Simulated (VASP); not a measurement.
## As: single point with r2SCAN

The system is As.

```xyz
2
Lattice="1.8808 1.0859 3.5141 -1.8808 1.0859 3.5141 0.0000 -2.1718 3.5141" Properties=species:S:1:pos:R:3 pbc="T T T"
As    0.0000    0.0000    2.3825
As    0.0000    0.0000    8.1597
```

```yaml
Program: VASP 6.6.1
Task: single point
Functional: r2SCAN
Potentials_or_basis: VASP PAW PBE potentials, release 64 (As)
Cutoff: 520 eV
k_mesh: 14 × 14 × 14
Occupations: methfessel-paxton, width 0.05 eV
Spin: no spin polarisation
```

- Pressure: 2.0 GPa
- Largest force: 0.199 eV/Å
- Band gap on the k mesh: zero (bands 5 and 6 overlap by 0.46 eV)

Forces in eV/Å, atoms in the order of the input:
```
As   0.000  0.000  0.199
As   0.000  0.000 -0.199
```

Stress tensor (GPa, compression positive):
```
1.89 0.00 0.00
0.00 1.89 0.00
0.00 0.00 2.31
```

Levels at points of the mesh, in eV from the Fermi level:
```tsv
k point	band 1	band 2	band 3	band 4	band 5	band 6	band 7	band 8	band 9	band 10
(0.00, 0.00, 0.00)	-15.89	-6.02	-2.76	-2.37	-2.37	1.59	2.89	2.89	7.21	7.21
(0.50, 0.00, 0.00)	-13.04	-11.71	-3.24	-3.13	-0.52	-0.27	0.44	1.40	9.47	9.56
(0.50, 0.50, 0.00)	-13.00	-10.29	-6.30	-4.54	-4.53	1.53	5.61	7.24	7.57	11.00
(0.50, 0.50, 0.50)	-14.58	-10.47	-2.10	-2.10	-0.57	0.68	0.68	1.89	8.59	10.73
```

Run time: 3.6 min on 1 thread of Intel(R) Xeon(R) 6975P-C (Granite Rapids) (shared host), peak memory 0.27 GiB.

Caveat: the PAW data sets were made with another functional, which shifts forces and pressure a little.
